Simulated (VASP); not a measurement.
**BaTiO3: single point with PBE**

BaTiO3:

```
Ba Ti O
1.0
     2.79939    1.61623    2.31773
    -2.79939    1.61623    2.31773
     0.00000   -3.23246    2.31773
Ba Ti O
1 1 3
Direct
  0.00000 0.00000 0.00000
  0.51400 0.51400 0.51400
  0.49160 0.49160 0.98150
  0.49160 0.98150 0.49160
  0.98150 0.49160 0.49160
```

This cell differs from its parent crystal: equal xx and yy strain of -1 %.

| Quantity | Value |
| --- | --- |
| Program | VASP 6.6.1 |
| Task | single point |
| Functional | PBE |
| Potentials or basis | VASP PAW PBE potentials, release 64 (Ba_sv, Ti_sv, O) |
| Cutoff | 520 eV |
| k mesh | 9 × 9 × 9 |
| Occupations | fermi-dirac, width 0.05 eV |
| Spin | no spin polarisation |
| Dipole correction | no |
| Further INCAR settings | ALGO = Normal; EDIFF = 1e-07; NBANDS = 28 |

* Pressure: 10.8 GPa
* Largest force: 0.382 eV/Å
* Band gap on the k mesh: 2.44 eV, indirect (least direct gap 2.75 eV)

Forces on the atoms (eV/Å):
```
Ba   0.000  0.000  0.068
Ti   0.000  0.000 -0.332
O    0.000 -0.372  0.088
O   -0.322  0.186  0.088
O    0.322  0.186  0.088
```

Stress tensor (GPa, compression positive):
```
11.81  0.00  0.00
 0.00 11.81  0.00
 0.00  0.00  8.78
```

Levels at points of the mesh, in eV from the valence-band top:
```
           k point  band 16  band 17  band 18  band 19  band 20  band 21  band 22  band 23  band 24  band 25
(0.00, 0.00, 0.00)    -1.31    -1.03    -0.50    -0.31    -0.31     2.44     2.44     2.61     4.66     4.66
```

Run time: 110 s on 1 thread of Intel(R) Xeon(R) Platinum 8488C (Sapphire Rapids) (shared host), peak memory 0.28 GiB.

Caveat: the cell differs from its parent crystal (equal xx and yy strain of -1 %); spin-orbit coupling is left out, which moves the levels of the heavy elements. A k mesh can miss the band edges.
